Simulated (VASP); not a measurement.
# SiNi3 (Pm-3m) in VASP: further runs, part 2 of 2

VASP 6.6.1.

## Step 3: Single point, PBEsol, collinear spin, ferromagnetic start

This run uses another cell than the first one, of 10.44 Å³/atom, 0.940 times its volume.

File INCAR:

```
SYSTEM = SiNi3
ALGO = Normal ; EDIFF = 1E-6
ENCUT = 520 ; GGA = PS
ISIF = 2 ; ISMEAR = -1
ISPIN = 2 ; LASPH = .True.
LCHARG = .False. ; LMAXMIX = 4
LORBIT = 11 ; LREAL = .False.
LWAVE = .False. ; MAGMOM = 1 1 1 0
NBANDS = 29 ; NELM = 150
PREC = Accurate ; SIGMA = 0.05
```

File KPOINTS:

```
k-points
0
Gamma
  8 8 8
  0 0 0
```

File POSCAR:

```
SiNi3
1.0
    3.4696939971      0.0000000000      0.0000000000
    0.0000000000      3.4696939971      0.0000000000
    0.0000000000      0.0000000000      3.4696939971
Ni Si
3 1
Direct
    0.5000000000      0.5000000000      0.0000000000
    0.5000000000      0.0000000000      0.5000000000
    0.0000000000      0.5000000000      0.5000000000
    0.0000000000      0.0000000000      0.0000000000
```

Potentials or basis: VASP PAW PBE potentials, release 64 (Ni, Si).

Launch:

```
$ cat potpaw_PBE.64/Ni/POTCAR potpaw_PBE.64/Si/POTCAR > POTCAR
$ mpirun -np 1 vasp_std > vasp.out
```

OUTCAR:

```text
SYSTEM = SiNi3
   EDIFF = 1E-6
   ENCUT = 520
   GGA = PS
   ISIF = 2
   ISMEAR = -1
   ISPIN = 2
   LASPH = .True.
   LORBIT = 11
   LREAL = .False.
   NELM = 150
   PREC = Accurate

 ion  position               nearest neighbor table
   1  0.500  0.500  0.000-   2 2.45   3 2.45   4 2.45   2 2.45   3 2.45   2 2.45   4 2.45   2 2.45
                             3 2.45   4 2.45   3 2.45   4 2.45
   2  0.500  0.000  0.500-   1 2.45   3 2.45   4 2.45   1 2.45   4 2.45   1 2.45   3 2.45   1 2.45
                             3 2.45   4 2.45   4 2.45   3 2.45
   3  0.000  0.500  0.500-   1 2.45   2 2.45   4 2.45   1 2.45   4 2.45   2 2.45   4 2.45   4 2.45
                             1 2.45   2 2.45   1 2.45   2 2.45
   4  0.000  0.000  0.000-   1 2.45   2 2.45   3 2.45   2 2.45   3 2.45   1 2.45   3 2.45   3 2.45
                             1 2.45   2 2.45   2 2.45   1 2.45

  LATTYP: Found a simple cubic cell.
 ALAT       =     3.4696939971

  Lattice vectors:

 A1 = (   3.4696939971,   0.0000000000,   0.0000000000)
 A2 = (   0.0000000000,   3.4696939971,   0.0000000000)
 A3 = (   0.0000000000,   0.0000000000,   3.4696939971)

Analysis of symmetry for initial positions (statically):
[... 1742 lines left out ...]
 [... further k-points ...]
[... 5 lines left out ...]
  --------------------------------------------------------------------------------------
  -------------------------------------------------------------------------------------
  Total       -0.4152600     -0.4152600     -0.4152600     -0.0000000     -0.0000000      0.0000000
  in kB      -15.9278500    -15.9278500    -15.9278500     -0.0000000     -0.0000000      0.0000000
  external PRESSURE =     -15.9278500 kB  Pullay stress =       0.0000000 kB

 VOLUME and BASIS-vectors are now :
 -----------------------------------------------------------------------------
  energy-cutoff  :      520.00
  volume of cell :       41.77
      direct lattice vectors                 reciprocal lattice vectors
     3.469693997  0.000000000  0.000000000     0.288209854  0.000000000  0.000000000
     0.000000000  3.469693997  0.000000000     0.000000000  0.288209854  0.000000000
     0.000000000  0.000000000  3.469693997     0.000000000  0.000000000  0.288209854

 POSITION                                       TOTAL-FORCE (eV/Angst)
 -----------------------------------------------------------------------------------
      1.73485      1.73485      0.00000         0.000000      0.000000      0.000000
      1.73485      0.00000      1.73485         0.000000      0.000000      0.000000
      0.00000      1.73485      1.73485         0.000000      0.000000      0.000000
      0.00000      0.00000      0.00000         0.000000      0.000000      0.000000
 -----------------------------------------------------------------------------------
    total drift:                                0.000000      0.000000      0.000000

  FREE ENERGIE OF THE ION-ELECTRON SYSTEM (eV)
  ---------------------------------------------------
  free  energy   TOTEN  =       -26.2975183614 eV

  energy  without entropy=      -26.2800536187  energy(sigma->0) =      -26.28878599

 total charge

# of ion       s       p       d       tot
------------------------------------------
    1        0.503   0.609   8.429   9.542
    2        0.503   0.609   8.429   9.542
    3        0.503   0.609   8.429   9.542
    4        0.728   0.836   0.000   1.564
--------------------------------------------------
tot          2.238   2.663  25.288  30.189

 magnetization (x)

# of ion       s       p       d       tot
------------------------------------------
    1       -0.000  -0.000   0.000   0.000
    2       -0.000  -0.000   0.000   0.000
    3       -0.000  -0.000   0.000   0.000
    4       -0.000  -0.000   0.000  -0.000
--------------------------------------------------
tot         -0.000  -0.000   0.001   0.001
```

OSZICAR:

```text
N       E                     dE             d eps       ncg     rms          rms(c)
DAV:   1     0.207047914473E+03    0.20705E+03   -0.14606E+04  4148   0.155E+03
DAV:   2    -0.158330187183E+02   -0.22288E+03   -0.20627E+03  4075   0.306E+02
DAV:   3    -0.300720815045E+02   -0.14239E+02   -0.13435E+02  4606   0.928E+01
DAV:   4    -0.303295484432E+02   -0.25747E+00   -0.25693E+00  4550   0.122E+01
DAV:   5    -0.303367382203E+02   -0.71898E-02   -0.71892E-02  4973   0.180E+00    0.223E+01
DAV:   6    -0.302524433185E+02    0.84295E-01   -0.27746E+01  4842   0.964E+01    0.183E+01
DAV:   7    -0.263923757606E+02    0.38601E+01   -0.10240E+01  4952   0.533E+01    0.412E+00
DAV:   8    -0.263143250638E+02    0.78051E-01   -0.25996E-01  5027   0.421E+00    0.150E+00
DAV:   9    -0.262999944824E+02    0.14331E-01   -0.14786E-02  5872   0.133E+00    0.634E-01
DAV:  10    -0.262982831946E+02    0.17113E-02   -0.10832E-03  4829   0.294E-01    0.324E-01
DAV:  11    -0.262974957705E+02    0.78742E-03   -0.31531E-04  5501   0.284E-01    0.862E-02
DAV:  12    -0.262975246159E+02   -0.28845E-04   -0.10134E-04  5240   0.978E-02    0.430E-02
DAV:  13    -0.262975206632E+02    0.39527E-05   -0.64771E-06  4581   0.273E-02    0.165E-02
DAV:  14    -0.262975185833E+02    0.20800E-05   -0.97193E-07  3688   0.918E-03    0.806E-03
DAV:  15    -0.262975183614E+02    0.22184E-06   -0.51720E-07  2378   0.762E-03
   1 F= -.26297518E+02 E0= -.26288786E+02  d E =-.174647E-01  mag=     0.0002
```

It took 37 s on 1 thread of AMD EPYC 9R45 (Zen 5), shared host; peak memory 0.18 GiB.

Results:

* Free energy: -26.2975 eV
* Pressure: -1.6 GPa
* Band gap on the k mesh: zero (filled and empty bands overlap)
* Net moment: 0.00 μB per cell
* Valence electrons inside the program's atomic spheres: Ni 9.54; Si 1.56

Levels at points of the mesh, in eV from the Fermi level:
Spin up:
```tsv
k point	band 15	band 16	band 17	band 18	band 19	band 20
(0.00, 0.00, 0.00)	-0.63	-0.30	0.03	0.03	0.03	5.14
(0.50, 0.00, 0.00)	-1.20	-0.57	0.03	3.75	3.75	5.32
(0.50, 0.50, 0.00)	-1.16	-1.06	-1.00	0.69	0.69	5.82
(0.50, 0.50, 0.50)	-1.30	-0.50	-0.21	-0.21	-0.21	1.37
```
Spin down:
| k point | band 13 | band 14 | band 15 | band 16 | band 17 | band 18 | band 19 | band 20 | band 21 | band 22 |
| --- | --- | --- | --- | --- | --- | --- | --- | --- | --- | --- |
| (0.00, 0.00, 0.00) | -0.92 | -0.63 | -0.63 | -0.30 | 0.03 | 0.03 | 0.03 | 5.14 | 6.47 | 6.47 |
| (0.50, 0.00, 0.00) | -1.38 | -1.34 | -1.19 | -0.57 | 0.03 | 3.75 | 3.75 | 5.32 | 5.32 | 5.43 |
| (0.50, 0.50, 0.00) | -1.49 | -1.49 | -1.16 | -1.06 | -1.00 | 0.69 | 0.69 | 5.82 | 6.49 | 7.78 |
| (0.50, 0.50, 0.50) | -1.50 | -1.30 | -1.30 | -0.50 | -0.21 | -0.21 | -0.21 | 1.37 | 4.14 | 4.14 |

Caveat: the PAW data sets were made with another functional, which shifts forces and pressure a little.

## Step 4: Single point, PBEsol, collinear spin, ferromagnetic start

This run uses another cell than the first one, of 10.66 Å³/atom, 0.960 times its volume.

File INCAR:

```
SYSTEM = SiNi3
PREC = Accurate
ENCUT = 520
EDIFF = 1E-6
ISMEAR = -1
SIGMA = 0.05
LREAL = .FALSE.
LASPH = .TRUE.
NELM = 150
ALGO = Normal
ISIF = 2
LWAVE = .FALSE.
LCHARG = .FALSE.
ISPIN = 2
MAGMOM = 1 1 1 0
LORBIT = 11
LMAXMIX = 4
GGA = PS
NBANDS = 29
```

File KPOINTS:

```
regular mesh
0
G
  8 8 8
  0 0 0
```

File POSCAR:

```
SiNi3
1.0
    3.4941292669      0.0000000000      0.0000000000
    0.0000000000      3.4941292669      0.0000000000
    0.0000000000      0.0000000000      3.4941292669
Ni Si
3 1
Direct
    0.5000000000      0.5000000000      0.0000000000
    0.5000000000      0.0000000000      0.5000000000
    0.0000000000      0.5000000000      0.5000000000
    0.0000000000      0.0000000000      0.0000000000
```

Launch:

```
$ cat potpaw_PBE.64/Ni/POTCAR potpaw_PBE.64/Si/POTCAR > POTCAR
$ mpirun -np 1 vasp_std > vasp.out
```

Run time: 39 s. Hardware: 1 thread of AMD EPYC 9R45 (Zen 5), shared host; peak memory 0.18 GiB.

It converged, with:

```yaml
Free_energy: -26.2755 eV
Pressure: -6.2 GPa
Band_gap_on_the_k_mesh: zero (filled and empty bands overlap)
Net_moment: 0.00 μB per cell
Valence_electrons_inside_the_program's_atomic_spheres: Ni 9.50; Si 1.55
```

Levels at points of the mesh, in eV from the Fermi level:
Spin up:
| k point | band 14 | band 15 | band 16 | band 17 | band 18 | band 19 | band 20 | band 21 |
| --- | --- | --- | --- | --- | --- | --- | --- | --- |
| (0.00, 0.00, 0.00) | -0.62 | -0.62 | -0.29 | 0.03 | 0.03 | 0.03 | 4.93 | 6.37 |
| (0.50, 0.00, 0.00) | -1.30 | -1.16 | -0.55 | 0.03 | 3.66 | 3.66 | 5.27 | 5.27 |
| (0.50, 0.50, 0.00) | -1.44 | -1.13 | -1.03 | -0.97 | 0.67 | 0.67 | 5.69 | 6.38 |
| (0.50, 0.50, 0.50) | -1.26 | -1.26 | -0.46 | -0.21 | -0.21 | -0.21 | 1.27 | 4.05 |
Spin down:
```
           k point  band 14  band 15  band 16  band 17  band 18  band 19  band 20  band 21
(0.00, 0.00, 0.00)    -0.62    -0.62    -0.29     0.03     0.03     0.03     4.93     6.37
(0.50, 0.00, 0.00)    -1.30    -1.16    -0.55     0.03     3.66     3.66     5.27     5.27
(0.50, 0.50, 0.00)    -1.44    -1.13    -1.03    -0.97     0.67     0.67     5.69     6.38
(0.50, 0.50, 0.50)    -1.26    -1.26    -0.46    -0.21    -0.21    -0.21     1.27     4.05
```

Caveat: the PAW data sets were made with another functional, which shifts forces and pressure a little.

## Step 5: Single point, LDA, collinear spin, ferromagnetic start

File INCAR:

```
SYSTEM = SiNi3
ALGO     = Normal         ! electronic algorithm
EDIFF    = 1E-6           ! SCF threshold, eV
ENCUT    = 520            ! plane-wave cutoff, eV
ISIF     = 2              ! what is computed and relaxed
ISMEAR   = -1             ! smearing method
ISPIN    = 2              ! spin polarisation
LASPH    = .True.         ! aspherical terms in the spheres
LCHARG   = .False.        ! write CHGCAR
LMAXMIX  = 4              ! l up to which the mixer works
LORBIT   = 11             ! projections on sites
LREAL    = .False.        ! projectors in reciprocal space
LWAVE    = .False.        ! write WAVECAR
MAGMOM   = 1 1 1 0        ! initial moments
NBANDS   = 29             ! bands
NELM     = 150            ! most SCF steps
PREC     = Accurate       ! precision mode
SIGMA    = 0.05           ! smearing width, eV
```

File KPOINTS:

```
k-points
0
Gamma
  8 8 8
  0 0 0
```

File POSCAR:

```
SiNi3
1.0
    3.4696939971      0.0000000000      0.0000000000
    0.0000000000      3.4696939971      0.0000000000
    0.0000000000      0.0000000000      3.4696939971
Ni Si
3 1
Direct
    0.5000000000      0.5000000000      0.0000000000
    0.5000000000      0.0000000000      0.5000000000
    0.0000000000      0.5000000000      0.5000000000
    0.0000000000      0.0000000000      0.0000000000
```

Potentials or basis: VASP PAW LDA potentials, release 64 (Ni, Si).

Launch:

```
$ cat potpaw_LDA.64/Ni/POTCAR potpaw_LDA.64/Si/POTCAR > POTCAR
$ mpirun -np 1 vasp_std > vasp.out
```

It took 55 s on 1 thread of Intel Xeon Platinum 8488C (Sapphire Rapids), shared host; peak memory 0.18 GiB.

The run converged. Its results:

| Quantity | Value |
| --- | --- |
| Free energy | -27.8906 eV |
| Pressure | -8.3 GPa |
| Band gap on the k mesh | zero (filled and empty bands overlap) |
| Net moment | 0.00 μB per cell |
| Valence electrons inside the program's atomic spheres | Ni 9.55; Si 1.57 |

Levels at points of the mesh, in eV from the Fermi level:
Spin up:
```tsv
k point	band 14	band 15	band 16	band 17	band 18	band 19	band 20	band 21
(0.00, 0.00, 0.00)	-0.63	-0.63	-0.30	0.03	0.03	0.03	5.10	6.54
(0.50, 0.00, 0.00)	-1.33	-1.20	-0.56	0.03	3.76	3.76	5.37	5.37
(0.50, 0.50, 0.00)	-1.47	-1.17	-1.05	-1.01	0.70	0.70	5.82	6.51
(0.50, 0.50, 0.50)	-1.31	-1.31	-0.41	-0.22	-0.22	-0.22	1.35	4.17
```
Spin down:
| k point | band 15 | band 16 | band 17 | band 18 | band 19 | band 20 |
| --- | --- | --- | --- | --- | --- | --- |
| (0.00, 0.00, 0.00) | -0.63 | -0.30 | 0.03 | 0.03 | 0.03 | 5.10 |
| (0.50, 0.00, 0.00) | -1.20 | -0.56 | 0.03 | 3.76 | 3.76 | 5.37 |
| (0.50, 0.50, 0.00) | -1.17 | -1.05 | -1.01 | 0.70 | 0.70 | 5.82 |
| (0.50, 0.50, 0.50) | -1.31 | -0.41 | -0.22 | -0.22 | -0.22 | 1.35 |

## Step 6: Single point, PBEsol, collinear spin, ferromagnetic start

File INCAR:

```
  PREC = Accurate
  ENCUT = 520
  EDIFF = 1E-6
  ISMEAR = -1
  SIGMA = 0.05
  LREAL = F
  LASPH = T
  NELM = 150
  ALGO = Fast
  ISIF = 2
  LWAVE = F
  LCHARG = F
  ISPIN = 2
  MAGMOM = 1 1 1 0
  LORBIT = 11
  LMAXMIX = 4
  GGA = PS
  NBANDS = 29
```

File KPOINTS:

```
regular mesh
0
Gamma
  8 8 8
```

POSCAR is that of step 5.

Potentials or basis: VASP PAW PBE potentials, release 64 (Ni, Si).

Launch:

```
$ cat potpaw_PBE.64/Ni/POTCAR potpaw_PBE.64/Si/POTCAR > POTCAR
$ mpirun -np 1 vasp_std > vasp.out
```

Run time: 66 s. Hardware: 1 thread of Intel Xeon Platinum 8488C (Sapphire Rapids), shared host; peak memory 0.2 GiB.

Results (log left out):

* Free energy: -26.2975 eV
* Pressure: -1.7 GPa
* Band gap on the k mesh: zero (filled and empty bands overlap)
* Net moment: 0.00 μB per cell
* Valence electrons inside the program's atomic spheres: Ni 9.54; Si 1.56

Levels at points of the mesh, in eV from the Fermi level:
Spin up:
```
           k point  band 13  band 14  band 15  band 16  band 17  band 18  band 19  band 20  band 21  band 22
(0.00, 0.00, 0.00)    -0.92    -0.63    -0.63    -0.30     0.03     0.03     0.03     5.14     6.47     6.47
(0.50, 0.00, 0.00)    -1.38    -1.34    -1.20    -0.57     0.03     3.75     3.75     5.32     5.32     5.43
(0.50, 0.50, 0.00)    -1.50    -1.49    -1.16    -1.06    -1.00     0.69     0.69     5.82     6.49     7.78
(0.50, 0.50, 0.50)    -1.50    -1.30    -1.30    -0.50    -0.21    -0.21    -0.21     1.37     4.14     4.14
```
Spin down:
```csv
k point,band 15,band 16,band 17,band 18,band 19,band 20
"(0.00, 0.00, 0.00)",-0.63,-0.30,0.03,0.03,0.03,5.14
"(0.50, 0.00, 0.00)",-1.20,-0.57,0.03,3.75,3.75,5.32
"(0.50, 0.50, 0.00)",-1.16,-1.06,-1.00,0.69,0.69,5.82
"(0.50, 0.50, 0.50)",-1.30,-0.50,-0.21,-0.21,-0.21,1.37
```

Caveat: the PAW data sets were made with another functional, which shifts forces and pressure a little.

## Step 7: The runs side by side

| level | potentials or basis | spin | cell | gap on the mesh (eV) | pressure (GPa) | moment (μB) |
| --- | --- | --- | --- | --- | --- | --- |
| PBEsol | VASP PAW PBE potentials, release 64 (Ni, Si) | off | a = 3.542 Å, 4 atoms | none | -13.9 | - |
| PBEsol | VASP PAW PBE potentials, release 64 (Ni, Si) | collinear, ferromagnetic start | a = 3.470 Å, 4 atoms | none | -1.7 | 0.00 |
| PBEsol | VASP PAW PBE potentials, release 64 (Ni, Si) | collinear, ferromagnetic start | a = 3.494 Å, 4 atoms | none | -6.2 | 0.00 |
| LDA | VASP PAW LDA potentials, release 64 (Ni, Si) | collinear, ferromagnetic start | a = 3.470 Å, 4 atoms | none | -8.3 | 0.00 |

Alike in all rows: task single point; k mesh 8 × 8 × 8; cutoff (eV) 520; smearing fermi-dirac 0.05 eV.

Caveats: the PAW data sets were made with another functional, which shifts forces and pressure a little (some runs).

Total energies depend on the potentials used, so only differences within one code and one set of settings carry meaning.
